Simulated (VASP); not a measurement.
# ZrTi3C4 (Pm-3m) in VASP: single point with PBE

Aim: the single point of ZrTi3C4 with PBE.

Everything below comes from runs of VASP 6.6.1. Logs are shortened: lines on timing, memory, paths and dates and some standing lists are left out, and cuts for length are marked.

## 1. The cell of the first run

It takes space group Pm-3m (No. 221, cubic). The conventional cell has a = 4.444 Å, b = 4.444 Å, c = 4.444 Å, α = 90.00°, β = 90.00°, γ = 90.00°. Within 2.9 Å of Zr (site symmetry m-3m) lie 6 C at 2.22 Å. Within 2.9 Å of Ti (site symmetry 4/mmm) lie 6 C at 2.22 Å. C (site symmetry 4/mmm) has 2 Zr at 2.22 Å and 4 Ti at 2.22 Å within 2.9 Å. C (site symmetry m-3m) has 6 Ti at 2.22 Å within 2.9 Å.

## 2. Single point, PBE

POSCAR

```
ZrTi3C4
1.0
    4.4440954567      0.0000000000      0.0000000000
    0.0000000000      4.4440954567      0.0000000000
    0.0000000000      0.0000000000      4.4440954567
Zr Ti C
1 3 4
Direct
    0.5000000000      0.5000000000      0.5000000000
    0.0000000000      0.0000000000      0.5000000000
    0.5000000000      0.0000000000      0.0000000000
    0.0000000000      0.5000000000      0.0000000000
    0.5000000000      0.5000000000      0.0000000000
    0.0000000000      0.5000000000      0.5000000000
    0.5000000000      0.0000000000      0.5000000000
    0.0000000000      0.0000000000      0.0000000000
```

INCAR.step1

```
SYSTEM = ZrTi3C4
PREC = Accurate
ENCUT = 520
EDIFF = 1E-6
ISMEAR = 0
SIGMA = 0.1
LREAL = .FALSE.
LASPH = .TRUE.
NELM = 100
ALGO = Normal
ISIF = 2
LWAVE = .FALSE.
LCHARG = .TRUE.
LMAXMIX = 4
GGA = PE
NBANDS = 42
```

KPOINTS.step1

```
Automatic mesh
0
G
  8 8 8
  0 0 0
```

INCAR.step2

```
SYSTEM = ZrTi3C4
PREC = Accurate
ENCUT = 520
EDIFF = 1E-6
ISMEAR = -5
SIGMA = 0.1
LREAL = .FALSE.
LASPH = .TRUE.
NELM = 100
ALGO = Normal
ISIF = 2
LWAVE = .FALSE.
LCHARG = .FALSE.
LMAXMIX = 4
GGA = PE
LORBIT = 10
NEDOS = 1001
ICHARG = 11
```

KPOINTS.step2

```
Automatic mesh
0
G
  12 12 12
  0 0 0
```

Potentials or basis: VASP PAW PBE potentials, release 64 (Zr_sv, Ti_sv, C).

Started as:

```bash
$ cat potpaw_PBE.64/Zr_sv/POTCAR potpaw_PBE.64/Ti_sv/POTCAR potpaw_PBE.64/C/POTCAR > POTCAR
$ cp INCAR.step1 INCAR
$ cp KPOINTS.step1 KPOINTS
$ mpirun -np 1 vasp_std > vasp.out
$ cp INCAR.step2 INCAR
$ cp KPOINTS.step2 KPOINTS
$ mpirun -np 1 vasp_std > vasp.out
```

OUTCAR:

```text
SYSTEM = ZrTi3C4
   PREC = Accurate
   ENCUT = 520
   EDIFF = 1E-6
   ISMEAR = -5
   LREAL = .FALSE.
   LASPH = .TRUE.
   NELM = 100
   ISIF = 2
   GGA = PE
   LORBIT = 10
   ICHARG = 11

 ion  position               nearest neighbor table
   1  0.500  0.500  0.500-   5 2.22   6 2.22   7 2.22   5 2.22   7 2.22   6 2.22   3 3.14   4 3.14
                             2 3.14   2 3.14   3 3.14   3 3.14   3 3.14   2 3.14   4 3.14   4 3.14
   2  0.000  0.000  0.500-   6 2.22   7 2.22   8 2.22   8 2.22   6 2.22   7 2.22   1 3.14   1 3.14
                             1 3.14   1 3.14
   3  0.500  0.000  0.000-   5 2.22   7 2.22   8 2.22   7 2.22   5 2.22   8 2.22   1 3.14   1 3.14
                             1 3.14   1 3.14
   4  0.000  0.500  0.000-   5 2.22   6 2.22   8 2.22   6 2.22   8 2.22   5 2.22   1 3.14   1 3.14
                             1 3.14   1 3.14
   5  0.500  0.500  0.000-   1 2.22   3 2.22   4 2.22   1 2.22   3 2.22   4 2.22
   6  0.000  0.500  0.500-   1 2.22   2 2.22   4 2.22   4 2.22   2 2.22   1 2.22
   7  0.500  0.000  0.500-   1 2.22   2 2.22   3 2.22   3 2.22   1 2.22   2 2.22
   8  0.000  0.000  0.000-   2 2.22   3 2.22   4 2.22   2 2.22   4 2.22   3 2.22

  LATTYP: Found a simple cubic cell.
 ALAT       =     4.4440954567

  Lattice vectors:

 A1 = (   4.4440954567,   0.0000000000,   0.0000000000)
 A2 = (   0.0000000000,   4.4440954567,   0.0000000000)
 A3 = (   0.0000000000,   0.0000000000,   4.4440954567)

Analysis of symmetry for initial positions (statically):
=====================================================================
 Subroutine PRICEL returns:
 Original cell was already a primitive cell.

 Routine SETGRP: Setting up the symmetry group for a
 simple cubic supercell.

 Subroutine GETGRP returns: Found 48 space group operations
 (whereof 48 operations were pure point group operations)
 out of a pool of 48 trial point group operations.

The static configuration has the point symmetry O_h .

Analysis of symmetry for dynamics (positions and initial velocities):
=====================================================================
 Subroutine PRICEL returns:
 Original cell was already a primitive cell.

 Routine SETGRP: Setting up the symmetry group for a
 simple cubic supercell.

 Subroutine GETGRP returns: Found 48 space group operations
 (whereof 48 operations were pure point group operations)
 out of a pool of 48 trial point group operations.

The dynamic configuration has the point symmetry O_h .

 Subroutine INISYM returns: Found 48 space group operations
 (whereof 48 operations are pure point group operations),
 and found     1 'primitive' translations

----------------------------------------------------------------------------------------

                                     Primitive cell

  volume of cell :      87.7708

  direct lattice vectors                    reciprocal lattice vectors
     4.444095457  0.000000000  0.000000000     0.225017669  0.000000000  0.000000000
     0.000000000  4.444095457  0.000000000     0.000000000  0.225017669  0.000000000
     0.000000000  0.000000000  4.444095457     0.000000000  0.000000000  0.225017669

  length of vectors
     4.444095457  4.444095457  4.444095457     0.225017669  0.225017669  0.225017669

  position of ions in fractional coordinates (direct lattice)
     0.500000000  0.500000000  0.500000000
     0.000000000  0.000000000  0.500000000
     0.500000000  0.000000000  0.000000000
     0.000000000  0.500000000  0.000000000
     0.500000000  0.500000000  0.000000000
     0.000000000  0.500000000  0.500000000
     0.500000000  0.000000000  0.500000000
     0.000000000  0.000000000  0.000000000

  ion indices of the primitive-cell ions
   primitive index   ion index
                 1           1
                 2           2
                 3           3
                 4           4
                 5           5
                 6           6
                 7           7
                 8           8

----------------------------------------------------------------------------------------

 KPOINTS: Automatic mesh

Automatic generation of k-mesh.
 Grid dimensions read from file:
 generate k-points for:   12   12   12

 Generating k-lattice:

  Cartesian coordinates                     Fractional coordinates (reciprocal lattice)
     0.018751472  0.000000000  0.000000000     0.083333333  0.000000000  0.000000000
     0.000000000  0.018751472  0.000000000     0.000000000  0.083333333  0.000000000
     0.000000000  0.000000000  0.018751472     0.000000000  0.000000000  0.083333333

  Length of vectors
     0.018751472  0.018751472  0.018751472

  Shift w.r.t. Gamma in fractional coordinates (k-lattice)
     0.000000000  0.000000000  0.000000000

 TETIRR: Found    854 inequivalent tetrahedra from    10368

 Subroutine IBZKPT returns following result:
 ===========================================

 Found     84 irreducible k-points:

 Following reciprocal coordinates:
            Coordinates               Weight
  0.000000  0.000000  0.000000      1.000000
  0.083333  0.000000  0.000000      6.000000
  0.166667  0.000000  0.000000      6.000000
  0.250000  0.000000  0.000000      6.000000
  0.333333  0.000000  0.000000      6.000000
  0.416667  0.000000  0.000000      6.000000
[... 16 lines left out ...]
  0.333333  0.333333  0.000000     12.000000
  0.416667  0.333333  0.000000     24.000000
 [... further k-points ...]
   k-points           NKPTS =     84   k-points in BZ     NKDIM =     84   number of bands    NBANDS=     38
   number of dos      NEDOS =   1001   number of ions     NIONS =      8
   total plane-waves  NPLWV =  46656
   dimension x,y,z NGX =    36 NGY =   36 NGZ =   36
   dimension x,y,z NGXF=    72 NGYF=   72 NGZF=   72
   ions per type =               1   3   4
   NGX,Y,Z   is equivalent  to a cutoff of  13.47, 13.47, 13.47 a.u.
   NGXF,Y,Z  is equivalent  to a cutoff of  26.93, 26.93, 26.93 a.u.
 SYSTEM =  ZrTi3C4
   PREC   = accura    normal or accurate (medium, high low for compatibility)
   ISTART =      0    job   : 0-new  1-cont  2-samecut
   ICHARG =     11    charge: 1-file 2-atom 10-const
   ISPIN  =      1    spin polarized calculation?
   LNONCOLLINEAR =      F non collinear calculations
   LSORBIT =      F    spin-orbit coupling
   LASPH  =      T    aspherical Exc in radial PAW
   ENCUT  =  520.0 eV  38.22 Ry    6.18 a.u.   8.26  8.26  8.26*2*pi/ulx,y,z
   NELM   =    100;   NELMIN=  2; NELMDL=  0     # of ELM steps
   EDIFF  = 0.1E-05   stopping-criterion for ELM
   LREAL  =      F    real-space projection
   EDIFFG = 0.1E-04   stopping-criterion for IOM
   NSW    =      0    number of steps for IOM
   IBRION =     -1    ionic relax: 0-MD 1-quasi-New 2-CG
   NFREE  =      0    steps in history (QN), initial steepest desc. (CG)
   ISIF   =      2    stress and relaxation
   ISYM   =      2    0-nonsym 1-usesym 2-fastsym
   POTIM  = 0.5000    time-step for ionic-motion
   TEBEG  =    0.0;   TEEND  =   0.0 temperature during run
   PSTRESS=    0.0 pullay stress
   NELECT =      64.0000    total number of electrons
   NUPDOWN=      -1.0000    fix difference up-down
   EMIN   =  10.00;   EMAX   =-10.00  energy-range for DOS
   EFERMI =   0.00;   METHOD = LEGACY
   ISMEAR =    -5;   SIGMA  =   0.10  broadening in eV -4-tet -1-fermi 0-gaus
   EFERMI_NEDOS =   21; number of points for ismear=-14 and -15
   IALGO  =     38    algorithm
   IMIX   =      4    mixing-type and parameters
     AMIX     =   0.40;   BMIX     =  1.00
     AMIX_MAG =   1.60;   BMIX_MAG =  1.00
  volume/ion in A,a.u.               =      10.97        74.04
  Fermi-wavevector in a.u.,A,eV,Ry     =   1.473504  2.784520 29.541177  2.171215
  Thomas-Fermi vector in A             =   2.588389
   LORBIT       =     10    0 simple, 1 ext, 2 COOP (PROOUT), +10 PAW based schemes
   GGA     = PE    functional components
   LHFCALC =     F    Hartree Fock is set to
   AEXX    =    0.0000 exact exchange contribution
   IVDW    =     0    specifies the selected vdW correction
   LEPSILON=     F    determine dielectric tensor
   LRPA    =     F    only Hartree local field effects (RPA)
 non-spin polarized calculation
 Fermi weights with tetrahedron method with Bloechl corrections
  energy-cutoff  :      520.00
  volume of cell :       87.77
 maximum number of plane-waves:      2392
 NGX is ok and might be reduce to    36

 number of electron      63.9999980 magnetization

 Free energy of the ion-electron system (eV)
  ---------------------------------------------------
  ext. energy  EPLUGINS =         0.00000000
  ---------------------------------------------------
  free energy    TOTEN  =       -74.97802206 eV

  energy without entropy =      -74.97802206  energy(sigma->0) =      -74.97802206

 E-fermi :   9.3685     XC(G=0): -12.4778

 val. band max:        9.3621913254   @ k =   0.0833   0.0000   0.0000
 cond. band min:       9.3610832589   @ k =   0.2500   0.0833   0.0000
 fundamental gap:     -0.0011080665
 Fermi energy:         9.3685478789

 k-point     1 :       0.0000    0.0000    0.0000
  band No.  band energies     occupation
      1     -47.4149      2.00000
      2     -47.3631      2.00000
      3     -47.3631      2.00000
      4     -38.1034      2.00000
      5     -23.7763      2.00000
      6     -23.7763      2.00000
[... 30 lines left out ...]
     37      10.7815      0.00000
     38      11.0155      0.00000

 k-point     2 :       0.0833    0.0000    0.0000
  band No.  band energies     occupation
      1     -47.4141      2.00000
      2     -47.3639      2.00000
      3     -47.3631      2.00000
      4     -38.1034      2.00000
      5     -23.7740      2.00000
      6     -23.7740      2.00000
[... 30 lines left out ...]
     37      10.9950      0.00000
     38      11.0453      0.00000

 k-point     3 :       0.1667    0.0000    0.0000
  band No.  band energies     occupation
      1     -47.4118      2.00000
      2     -47.3662      2.00000
      3     -47.3631      2.00000
      4     -38.1034      2.00000
      5     -23.7671      2.00000
      6     -23.7671      2.00000
[... 30 lines left out ...]
     37      11.1013      0.00000
     38      11.4168      0.00000

 k-point     4 :       0.2500    0.0000    0.0000
  band No.  band energies     occupation
      1     -47.4082      2.00000
      2     -47.3697      2.00000
      3     -47.3631      2.00000
      4     -38.1034      2.00000
      5     -23.7569      2.00000
      6     -23.7569      2.00000
[... 30 lines left out ...]
     37      11.1587      0.00000
     38      11.8737      0.00000
[... 703 lines left out ...]
      4     -38.1034      2.00000
      5     -23.7598      2.00000
      6     -23.7178      2.00000
[... 30 lines left out ...]
     37      11.8724      0.00000
     38      11.9181      0.00000

 k-point    23 :       0.3333    0.3333    0.0000
  band No.  band energies     occupation
      1     -47.3948      2.00000
      2     -47.3760      2.00000
      3     -47.3701      2.00000
      4     -38.1033      2.00000
      5     -23.7728      2.00000
      6     -23.7123      2.00000
[... 30 lines left out ...]
     37      11.8793      0.00000
     38      12.2026      0.00000

 k-point    24 :       0.4167    0.3333    0.0000
  band No.  band energies     occupation
      1     -47.3910      2.00000
      2     -47.3785      2.00000
      3     -47.3713      2.00000
      4     -38.1033      2.00000
      5     -23.7716      2.00000
      6     -23.7285      2.00000
[... 30 lines left out ...]
     37      12.0675      0.00000
     38      12.1253      0.00000

 [... further k-points ...]

------------------------ aborting loop because EDIFF is reached ----------------------------------------

  FORCE on cell =-STRESS in cart. coord.  units (eV):
  Direction    XX          YY          ZZ          XY          YZ          ZX
  --------------------------------------------------------------------------------------
  -------------------------------------------------------------------------------------
  Total        0.1261234      0.1261234      0.1261234      0.0000000      0.0000000      0.0000000
  in kB        2.3022701      2.3022701      2.3022701      0.0000000      0.0000000      0.0000000
  external PRESSURE =       2.3022701 kB  Pullay stress =       0.0000000 kB

 VOLUME and BASIS-vectors are now :
 -----------------------------------------------------------------------------
  energy-cutoff  :      520.00
  volume of cell :       87.77
      direct lattice vectors                 reciprocal lattice vectors
     4.444095457  0.000000000  0.000000000     0.225017669  0.000000000  0.000000000
     0.000000000  4.444095457  0.000000000     0.000000000  0.225017669  0.000000000
     0.000000000  0.000000000  4.444095457     0.000000000  0.000000000  0.225017669

 POSITION                                       TOTAL-FORCE (eV/Angst)
 -----------------------------------------------------------------------------------
      2.22205      2.22205      2.22205         0.000000      0.000000      0.000000
      0.00000      0.00000      2.22205         0.000000      0.000000      0.000000
      2.22205      0.00000      0.00000         0.000000      0.000000      0.000000
      0.00000      2.22205      0.00000         0.000000      0.000000      0.000000
      2.22205      2.22205      0.00000         0.000000      0.000000      0.000000
      0.00000      2.22205      2.22205         0.000000      0.000000      0.000000
      2.22205      0.00000      2.22205         0.000000      0.000000      0.000000
      0.00000      0.00000      0.00000         0.000000      0.000000      0.000000
 -----------------------------------------------------------------------------------
    total drift:                                0.000000      0.000000     -0.000000

  FREE ENERGIE OF THE ION-ELECTRON SYSTEM (eV)
  ---------------------------------------------------
  free  energy   TOTEN  =       -74.9780220558 eV

  energy  without entropy=      -74.9780220558  energy(sigma->0) =      -74.97802206

 total charge

# of ion       s       p       d       tot
------------------------------------------
    1        2.204   6.076   1.819  10.099
    2        2.185   6.215   1.888  10.287
    3        2.185   6.215   1.888  10.287
    4        2.185   6.215   1.888  10.287
    5        0.896   1.500   0.000   2.395
    6        0.896   1.500   0.000   2.395
    7        0.896   1.500   0.000   2.395
    8        0.889   1.458   0.000   2.347
--------------------------------------------------
tot         12.334  30.677   7.482  50.494
```

Wall time 11 min (1 thread of Intel Xeon 8259CL, shared host); peak memory 0.38 GiB.

What came out:

| Item | Value |
| --- | --- |
| Valence electrons inside the program's atomic spheres | Zr 10.10; Ti 10.29; C 2.40, 2.35 (each value once) |

Caveat: tetrahedron occupations give inexact forces and stress in metals.
